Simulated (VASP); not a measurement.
Wanted: the native input for a VASP 6.6.1 run.

* Task: single point
* Functional: PBE
* Potentials or basis: VASP PAW PBE potentials, release 64 (Ru_pv, S)
* Cutoff: 520 eV
* k mesh: 10 × 10 × 10
* Occupations: gaussian, width 0.05 eV
* Spin: no spin polarisation
* Dipole correction: no
* Further INCAR settings: ALGO = Normal; EDIFF = 1e-06; NBANDS = 17

The structure of RuS lies in POSCAR:

```
RuS
1.0
    0.0000000000      2.5653737656      2.5653737656
    2.5653737656      0.0000000000      2.5653737656
    2.5653737656      2.5653737656      0.0000000000
Ru S
1 1
Direct
    0.0000000000      0.0000000000      0.0000000000
    0.2500000000      0.2500000000      0.2500000000
```

This cell differs from its parent crystal: volume scaled by 0.960.

These files were run (other wordings do the same):

INCAR

```
SYSTEM = RuS
PREC     = Accurate       ! precision mode
ENCUT    = 520            ! plane-wave cutoff, eV
EDIFF    = 1E-6           ! SCF threshold, eV
ISMEAR   = 0              ! smearing method
SIGMA    = 0.05           ! smearing width, eV
LREAL    = .False.        ! projectors in reciprocal space
LASPH    = .True.         ! aspherical terms in the spheres
NELM     = 60             ! most SCF steps
ALGO     = Normal         ! electronic algorithm
ISIF     = 2              ! what is computed and relaxed
LWAVE    = .False.        ! write WAVECAR
LCHARG   = .True.         ! write CHGCAR
GGA      = PE             ! functional
LELF     = .True.         ! ELF
LVHAR    = .True.       
NBANDS   = 17             ! bands
```

KPOINTS

```
regular mesh
0
Gamma
  10 10 10
  0 0 0
```

Potentials or basis: VASP PAW PBE potentials, release 64 (Ru_pv, S).

Command:

```console
$ cat potpaw_PBE.64/Ru_pv/POTCAR potpaw_PBE.64/S/POTCAR > POTCAR
$ mpirun -np 1 vasp_std > vasp.out
```

It gave:

- Pressure: 6.4 GPa
- Band gap on the k mesh: zero (band 10 reaches 11.18 eV, above the bottom of band 11 at 8.10 eV)

It took 38 s on 1 thread of Intel(R) Xeon(R) Platinum 8375C CPU @ 2.90GHz (Ice Lake) (shared host), peak memory 0.17 GiB.
